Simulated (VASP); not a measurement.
# SiGe (P6_3mc) in VASP: notebook

Runs on SiGe. Level: PBEsol. Tasks: single point.

All numbers are computed with VASP 6.6.1; they aren't measurements. Logs are shortened: lines on timing, memory, paths and dates and some standing lists are left out, and cuts for length are marked.

### 1 The cell of the first run

It takes space group P6_3mc (No. 186, hexagonal). Conventional cell: a = 3.794 Å, b = 3.794 Å, c = 6.267 Å, α = 90.00°, β = 90.00°, γ = 120.00°. Si (site symmetry 3m) has 4 Ge at 2.30 to 2.44 Å within 3.0 Å. Within 3.0 Å of Ge (site symmetry 3m) lie 4 Si at 2.30 to 2.44 Å.

### 2 Single point, PBEsol (atoms shifted along a free coordinate)

INCAR reads:

```
ALGO     = Normal         # electronic algorithm
EDIFF    = 1E-6           # SCF threshold, eV
ENCUT    = 520            # plane-wave cutoff, eV
GGA      = PS             # functional
ISIF     = 2              # what is computed and relaxed
ISMEAR   = 0              # smearing method
LASPH    = True           # aspherical terms in the spheres
LCHARG   = False          # write CHGCAR
LREAL    = False          # projectors in reciprocal space
LWAVE    = False          # write WAVECAR
NBANDS   = 26             # bands
NELM     = 60             # most SCF steps
PREC     = Accurate       # precision mode
SIGMA    = 0.03           # smearing width, eV
```

KPOINTS reads:

```
k-points
0
Gamma
  12 12 6
```

POSCAR reads:

```
SiGe
1.0
    3.7935520603      0.0000000000      0.0000000000
   -1.8967760302      3.2853124548      0.0000000000
    0.0000000000      0.0000000000      6.2665470583
Si Ge
2 2
Direct
    0.6666666667      0.3333333333      0.8745463082
    0.3333333333      0.6666666667      0.3745463082
    0.6666666667      0.3333333333      0.4849323488
    0.3333333333      0.6666666667     -0.0150676512
```

Potentials or basis: VASP PAW PBE potentials, release 64 (Si, Ge_d).

Run with:

```console
$ cat potpaw_PBE.64/Si/POTCAR potpaw_PBE.64/Ge_d/POTCAR > POTCAR
$ mpirun -np 1 vasp_std > vasp.out
```

OUTCAR:

```text
EDIFF = 1E-6
   ENCUT = 520
   GGA = PS
   ISIF = 2
   ISMEAR = 0
   LASPH = True
   LREAL = False
   NELM = 60
   PREC = Accurate

 ion  position               nearest neighbor table
   1  0.667  0.333  0.875-   4 2.30   4 2.30   4 2.30   3 2.44
   2  0.333  0.667  0.375-   3 2.30   3 2.30   3 2.30   4 2.44
   3  0.667  0.333  0.485-   2 2.30   2 2.30   2 2.30   1 2.44
   4  0.333  0.667  0.985-   1 2.30   1 2.30   1 2.30   2 2.44

  LATTYP: Found a hexagonal cell.
 ALAT       =     3.7935520603
 C/A-ratio  =     1.6518943087

  Lattice vectors:

 A1 = (   3.7935520603,   0.0000000000,   0.0000000000)
 A2 = (  -1.8967760302,   3.2853124548,   0.0000000000)
 A3 = (   0.0000000000,   0.0000000000,   6.2665470583)

Analysis of symmetry for initial positions (statically):
=====================================================================
 Subroutine PRICEL returns:
 Original cell was already a primitive cell.

 Routine SETGRP: Setting up the symmetry group for a
 hexagonal supercell.

 Subroutine GETGRP returns: Found 12 space group operations
 (whereof  6 operations were pure point group operations)
 out of a pool of 24 trial point group operations.

The static configuration has the point symmetry C_3v.
 The point group associated with its full space group is C_6v.

Analysis of symmetry for dynamics (positions and initial velocities):
=====================================================================
 Subroutine PRICEL returns:
 Original cell was already a primitive cell.

 Routine SETGRP: Setting up the symmetry group for a
 hexagonal supercell.

 Subroutine GETGRP returns: Found 12 space group operations
 (whereof  6 operations were pure point group operations)
 out of a pool of 24 trial point group operations.

The dynamic configuration has the point symmetry C_3v.
 The point group associated with its full space group is C_6v.

 Subroutine INISYM returns: Found 12 space group operations
 (whereof  6 operations are pure point group operations),
 and found     1 'primitive' translations

----------------------------------------------------------------------------------------

                                     Primitive cell

  volume of cell :      78.1000

  direct lattice vectors                    reciprocal lattice vectors
[... 89 lines left out ...]
   ENCUT  =  520.0 eV  38.22 Ry    6.18 a.u.   7.05  7.05 11.65*2*pi/ulx,y,z
   NELM   =     60;   NELMIN=  2; NELMDL= -5     # of ELM steps
   EDIFF  = 0.1E-05   stopping-criterion for ELM
   LREAL  =      F    real-space projection
   EDIFFG = 0.1E-04   stopping-criterion for IOM
   NSW    =      0    number of steps for IOM
   IBRION =     -1    ionic relax: 0-MD 1-quasi-New 2-CG
   NFREE  =      0    steps in history (QN), initial steepest desc. (CG)
   ISIF   =      2    stress and relaxation
   ISYM   =      2    0-nonsym 1-usesym 2-fastsym
   POTIM  = 0.5000    time-step for ionic-motion
   TEBEG  =    0.0;   TEEND  =   0.0 temperature during run
   PSTRESS=    0.0 pullay stress
   NELECT =      36.0000    total number of electrons
   NUPDOWN=      -1.0000    fix difference up-down
   EMIN   =  10.00;   EMAX   =-10.00  energy-range for DOS
   EFERMI =   0.00;   METHOD = LEGACY
   ISMEAR =     0;   SIGMA  =   0.03  broadening in eV -4-tet -1-fermi 0-gaus
   EFERMI_NEDOS =   21; number of points for ismear=-14 and -15
   IALGO  =     38    algorithm
   IMIX   =      4    mixing-type and parameters
     AMIX     =   0.40;   BMIX     =  1.00
     AMIX_MAG =   1.60;   BMIX_MAG =  1.00
  volume/ion in A,a.u.               =      19.52       131.76
  Fermi-wavevector in a.u.,A,eV,Ry     =   1.264616  2.389778 21.759165  1.599253
  Thomas-Fermi vector in A             =   2.397912
   LORBIT       =      0    0 simple, 1 ext, 2 COOP (PROOUT), +10 PAW based schemes
   GGA     = PS    functional components
   LHFCALC =     F    Hartree Fock is set to
   AEXX    =    0.0000 exact exchange contribution
   IVDW    =     0    specifies the selected vdW correction
   LEPSILON=     F    determine dielectric tensor
   LRPA    =     F    only Hartree local field effects (RPA)
 non-spin polarized calculation
 Gauss-broadening in eV      SIGMA  =   0.03
  energy-cutoff  :      520.00
  volume of cell :       78.10
 maximum number of plane-waves:      2118
   NGX = 15   NGY = 15   NGZ = 23

 number of electron      35.9999992 magnetization

 Free energy of the ion-electron system (eV)
  ---------------------------------------------------
  ext. energy  EPLUGINS =         0.00000000
  ---------------------------------------------------
  free energy    TOTEN  =       -20.97252973 eV

  energy without entropy =      -20.97244844  energy(sigma->0) =      -20.97248909

 E-fermi :   6.5216     XC(G=0): -10.2452

 val. band max:        6.4838174858   @ k =   0.0833  -0.0000   0.0000
 cond. band min:       6.5265151052   @ k =   0.5000  -0.0000   0.0000
 fundamental gap:      0.0426976195
 Fermi energy:         6.5215939515

 k-point     1 :       0.0000    0.0000    0.0000
  band No.  band energies     occupation
      1     -18.1911      2.00000
      2     -18.1911      2.00000
      3     -18.1883      2.00000
      4     -18.1883      2.00000
      5     -18.1854      2.00000
      6     -18.1843      2.00000
[... 685 lines left out ...]
     25      13.7385      0.00000
     26      13.9827      0.00000

 [... further k-points ...]

------------------------ aborting loop because EDIFF is reached ----------------------------------------

  FORCE on cell =-STRESS in cart. coord.  units (eV):
  Direction    XX          YY          ZZ          XY          YZ          ZX
  --------------------------------------------------------------------------------------
  -------------------------------------------------------------------------------------
  Total        5.4208412      5.4208412      1.7456057     -0.0000000      0.0000000     -0.0000000
  in kB      111.2054909    111.2054909     35.8101141     -0.0000000      0.0000000     -0.0000000
  external PRESSURE =      86.0736986 kB  Pullay stress =       0.0000000 kB

 VOLUME and BASIS-vectors are now :
 -----------------------------------------------------------------------------
  energy-cutoff  :      520.00
  volume of cell :       78.10
      direct lattice vectors                 reciprocal lattice vectors
     3.793552060  0.000000000  0.000000000     0.263605187  0.152192526  0.000000000
    -1.896776030  3.285312455  0.000000000     0.000000000  0.304385051  0.000000000
     0.000000000  0.000000000  6.266547058     0.000000000  0.000000000  0.159577514

 POSITION                                       TOTAL-FORCE (eV/Angst)
 -----------------------------------------------------------------------------------
      1.89678      1.09510      5.48039         0.000000      0.000000     -1.209296
     -0.00000      2.19021      2.34711        -0.000000      0.000000     -1.209296
      1.89678      1.09510      3.03885        -0.000000      0.000000      1.209296
     -0.00000      2.19021      6.17212        -0.000000      0.000000      1.209296
 -----------------------------------------------------------------------------------
    total drift:                               -0.000000     -0.000000      0.000133

  FREE ENERGIE OF THE ION-ELECTRON SYSTEM (eV)
  ---------------------------------------------------
  free  energy   TOTEN  =       -20.9725297316 eV

  energy  without entropy=      -20.9724484449  energy(sigma->0) =      -20.97248909
```

stdout:

```text
POSCAR found type information on POSCAR SiGe
 POSCAR found :  2 types and       4 ions
 scaLAPACK will be used
 -----------------------------------------------------------------------------
|                                                                             |
|                                                                             |
|     You enforced a specific xc type in the INCAR file but a different       |
|     I HOPE YOU KNOW WHAT YOU ARE DOING!                                     |
|                                                                             |
 -----------------------------------------------------------------------------

 LDA part: xc-table for (Slater+PW92), standard interpolation
 POSCAR, INCAR and KPOINTS ok, starting setup
 FFT: planning ... GRIDC
 FFT: planning ... GRID_SOFT
 FFT: planning ... GRID
 WAVECAR not read
 entering main loop
```

Run time: 47 s. Hardware: 1 thread of Intel Xeon 6975P-C (Granite Rapids), shared host; peak memory 0.26 GiB.

What came out:

| Item | Value |
| --- | --- |
| Free energy | -20.9725 eV |
| Pressure | 8.6 GPa |
| Largest force | 1.209 eV/Å |
| Band gap on the k mesh | zero (bands 18 and 19 overlap by 0.13 eV) |

Forces in eV/Å, atoms in the order of the input:
```
Si   0.000  0.000 -1.209
Si   0.000  0.000 -1.209
Ge   0.000  0.000  1.209
Ge   0.000  0.000  1.209
```

Levels at points of the mesh, in eV from the Fermi level:
```tsv
k point	band 15	band 16	band 17	band 18	band 19	band 20	band 21	band 22
(0.00, 0.00, 0.00)	-1.90	-0.34	-0.34	0.13	0.40	1.82	2.02	2.02
(0.50, 0.00, 0.00)	-5.04	-3.65	-3.16	-2.00	0.00	1.97	3.48	3.60
(0.00, 0.00, 0.50)	-1.27	-1.27	-1.27	-1.27	1.21	1.21	2.97	2.97
(0.50, 0.00, 0.50)	-2.98	-2.98	-2.65	-2.65	0.61	0.61	1.39	1.39
```

Caveat: the cell differs from its parent crystal (atoms shifted along a free coordinate); the cell stands under pressure; semilocal functionals underestimate gaps, so a narrow gap can read as zero; the PAW data sets were made with another functional, which shifts forces and pressure a little.

### 3 Single point, PBEsol (atoms shifted along a free coordinate)

INCAR reads:

```
  ALGO = Normal
  EDIFF = 1E-6
  ENCUT = 520
  GGA = PS
  ISIF = 2
  ISMEAR = 0
  LASPH = T
  LCHARG = F
  LREAL = F
  LWAVE = F
  NBANDS = 26
  NELM = 80
  PREC = Accurate
  SIGMA = 0.03
```

KPOINTS is that of step 2.

POSCAR: that of step 2 with these lines changed.

```diff
@@ -10,3 +10,3 @@
     0.3333333333      0.6666666667      0.3745463082
-    0.6666666667      0.3333333333      0.4849323488
-    0.3333333333      0.6666666667     -0.0150676512
+    0.6666666667      0.3333333333      0.5159730348
+    0.3333333333      0.6666666667      0.0159730348
```

Potentials or basis: VASP PAW PBE potentials, release 64 (Si, Ge_d).

Run with:

```console
$ cat potpaw_PBE.64/Si/POTCAR potpaw_PBE.64/Ge_d/POTCAR > POTCAR
$ mpirun -np 1 vasp_std > vasp.out
```

It took 46 s on 1 thread of Intel Xeon 6975P-C (Granite Rapids), shared host; peak memory 0.26 GiB.

Results (log left out):

| Item | Value |
| --- | --- |
| Free energy | -20.9600 eV |
| Pressure | 8.3 GPa |
| Largest force | 1.554 eV/Å |
| Band gap on the k mesh | zero (filled and empty bands overlap) |

Forces on the atoms (eV/Å):
```
Si   0.000  0.000  1.554
Si   0.000  0.000  1.554
Ge   0.000  0.000 -1.554
Ge   0.000  0.000 -1.554
```

Stress tensor (GPa, compression positive):
```
 5.17  0.00  0.00
 0.00  5.17  0.00
 0.00  0.00 14.68
```

Levels at points of the mesh, in eV from the Fermi level:
```tsv
k point	band 15	band 16	band 17	band 18	band 19	band 20	band 21	band 22
(0.00, 0.00, 0.00)	-1.92	-1.16	0.03	0.03	0.56	1.58	1.58	1.96
(0.50, 0.00, 0.00)	-5.72	-3.94	-3.66	-1.65	0.05	1.95	2.49	2.58
(0.00, 0.00, 0.50)	-1.21	-1.21	-1.21	-1.21	1.41	1.41	2.87	2.87
(0.50, 0.00, 0.50)	-3.29	-3.29	-2.90	-2.90	0.27	0.27	1.55	1.55
```

Caveat: the cell differs from its parent crystal (atoms shifted along a free coordinate); the cell stands under pressure; semilocal functionals underestimate gaps, so a narrow gap can read as zero; the PAW data sets were made with another functional, which shifts forces and pressure a little.

### 4 Single point, PBEsol (atoms shifted along a free coordinate)

INCAR reads:

```
PREC = Accurate
ENCUT = 520
EDIFF = 1E-7
ISMEAR = 0
SIGMA = 0.03
LREAL = F
LASPH = T
NELM = 80
ALGO = Normal
ISIF = 2
LWAVE = F
LCHARG = T
GGA = PS
LELF = T
LVHAR = T
NBANDS = 26
```

KPOINTS reads:

```
regular mesh
0
Gamma
  12 12 6
```

POSCAR reads:

```
SiGe
1.0
    3.8298598834      0.0000000000      0.0000000000
   -1.9149299417      3.3167559519      0.0000000000
    0.0000000000      0.0000000000      6.3265237446
Si Ge
2 2
Direct
    0.6666666667      0.3333333333      0.8745463082
    0.3333333333      0.6666666667      0.3745463082
    0.6666666667      0.3333333333      0.5237332063
    0.3333333333      0.6666666667      0.0237332063
```

Potentials or basis: VASP PAW PBE potentials, release 64 (Si, Ge_d).

Run with:

```console
$ cat potpaw_PBE.64/Si/POTCAR potpaw_PBE.64/Ge_d/POTCAR > POTCAR
$ mpirun -np 1 vasp_std > vasp.out
```

OUTCAR:

```text
PREC = Accurate
   ENCUT = 520
   EDIFF = 1E-7
   ISMEAR = 0
   LREAL = F
   LASPH = T
   NELM = 80
   ISIF = 2
   GGA = PS

 ion  position               nearest neighbor table
   1  0.667  0.333  0.875-   3 2.22   4 2.40   4 2.40   4 2.40
   2  0.333  0.667  0.375-   4 2.22   3 2.40   3 2.40   3 2.40
   3  0.667  0.333  0.524-   1 2.22   2 2.40   2 2.40   2 2.40
   4  0.333  0.667  0.024-   2 2.22   1 2.40   1 2.40   1 2.40

  LATTYP: Found a hexagonal cell.
 ALAT       =     3.8298598834
[... 894 lines left out ...]

  FORCE on cell =-STRESS in cart. coord.  units (eV):
  Direction    XX          YY          ZZ          XY          YZ          ZX
  --------------------------------------------------------------------------------------
  -------------------------------------------------------------------------------------
  Total        0.6006763      0.6006763      7.3140087      0.0000000      0.0000000     -0.0000000
  in kB       11.9753873     11.9753873    145.8157757      0.0000000      0.0000000     -0.0000000
  external PRESSURE =      56.5888501 kB  Pullay stress =       0.0000000 kB

 VOLUME and BASIS-vectors are now :
 -----------------------------------------------------------------------------
  energy-cutoff  :      520.00
  volume of cell :       80.36
      direct lattice vectors                 reciprocal lattice vectors
     3.829859883  0.000000000  0.000000000     0.261106158  0.150749711  0.000000000
    -1.914929942  3.316755952  0.000000000     0.000000000  0.301499421  0.000000000
     0.000000000  0.000000000  6.326523745     0.000000000  0.000000000  0.158064688

 POSITION                                       TOTAL-FORCE (eV/Angst)
 -----------------------------------------------------------------------------------
      1.91493      1.10559      5.53284        -0.000000      0.000000      2.386311
     -0.00000      2.21117      2.36958         0.000000     -0.000000      2.386311
      1.91493      1.10559      3.31341        -0.000000      0.000000     -2.386311
     -0.00000      2.21117      0.15015         0.000000     -0.000000     -2.386311
 -----------------------------------------------------------------------------------
    total drift:                                0.000000      0.000001     -0.000256

  FREE ENERGIE OF THE ION-ELECTRON SYSTEM (eV)
  ---------------------------------------------------
  free  energy   TOTEN  =       -20.8652624663 eV

  energy  without entropy=      -20.8649586854  energy(sigma->0) =      -20.86511058
```

stdout:

```text
POSCAR found type information on POSCAR SiGe
 POSCAR found :  2 types and       4 ions
 scaLAPACK will be used
 -----------------------------------------------------------------------------
|                                                                             |
|                                                                             |
|     You enforced a specific xc type in the INCAR file but a different       |
|     I HOPE YOU KNOW WHAT YOU ARE DOING!                                     |
|                                                                             |
 -----------------------------------------------------------------------------

 LDA part: xc-table for (Slater+PW92), standard interpolation
 POSCAR, INCAR and KPOINTS ok, starting setup
 FFT: planning ... GRIDC
 FFT: planning ... GRID_SOFT
 FFT: planning ... GRID
 WAVECAR not read
 entering main loop
```

Run time: 63 s. Hardware: 1 thread of Intel Xeon 6975P-C (Granite Rapids), shared host; peak memory 0.27 GiB.

What came out:

| Property | Result |
| --- | --- |
| Free energy | -20.8653 eV |
| Pressure | 5.7 GPa |
| Largest force | 2.386 eV/Å |
| Band gap on the k mesh | zero (bands 18 and 19 overlap by 0.21 eV) |

Forces on the atoms (eV/Å):
```
Si   0.000  0.000  2.386
Si   0.000  0.000  2.386
Ge   0.000  0.000 -2.386
Ge   0.000  0.000 -2.386
```

Levels at points of the mesh, in eV from the Fermi level:
```tsv
k point	band 15	band 16	band 17	band 18	band 19	band 20	band 21	band 22
(0.00, 0.00, 0.00)	-1.81	-1.37	0.20	0.20	0.62	1.53	1.53	1.76
(0.50, 0.00, 0.00)	-5.64	-3.93	-3.49	-1.44	0.19	1.95	2.33	2.39
(0.00, 0.00, 0.50)	-1.10	-1.10	-1.10	-1.10	1.46	1.46	2.92	2.92
(0.50, 0.00, 0.50)	-3.28	-3.28	-2.73	-2.73	0.24	0.24	1.72	1.72
```

Caveat: the cell differs from its parent crystal (atoms shifted along a free coordinate); the cell stands under pressure; semilocal functionals underestimate gaps, so a narrow gap can read as zero; the PAW data sets were made with another functional, which shifts forces and pressure a little.

### 5 Overview

| cell | gap on the mesh (eV) | pressure (GPa) | largest force (eV/Å) |
| --- | --- | --- | --- |
| a = 3.794, b = 3.794, c = 6.267 Å, angles 90.0, 90.0, 120.0°, 4 atoms, atomic positions A | none | 8.6 | 1.21 |
| a = 3.794, b = 3.794, c = 6.267 Å, angles 90.0, 90.0, 120.0°, 4 atoms, atomic positions B | none | 8.3 | 1.55 |
| a = 3.830, b = 3.830, c = 6.327 Å, angles 90.0, 90.0, 120.0°, 4 atoms, atomic positions C | none | 5.7 | 2.39 |

Alike in all rows: task single point; level PBEsol; potentials or basis VASP PAW PBE potentials, release 64 (Si, Ge_d); no spin polarisation; k mesh 12 × 12 × 6; cutoff (eV) 520; smearing gaussian 0.03 eV.

Caveats: the cell stands under pressure; semilocal functionals underestimate gaps, so a narrow gap can read as zero; the PAW data sets were made with another functional, which shifts forces and pressure a little.

Total energies depend on the potentials used, so only differences within one code and one set of settings carry meaning.
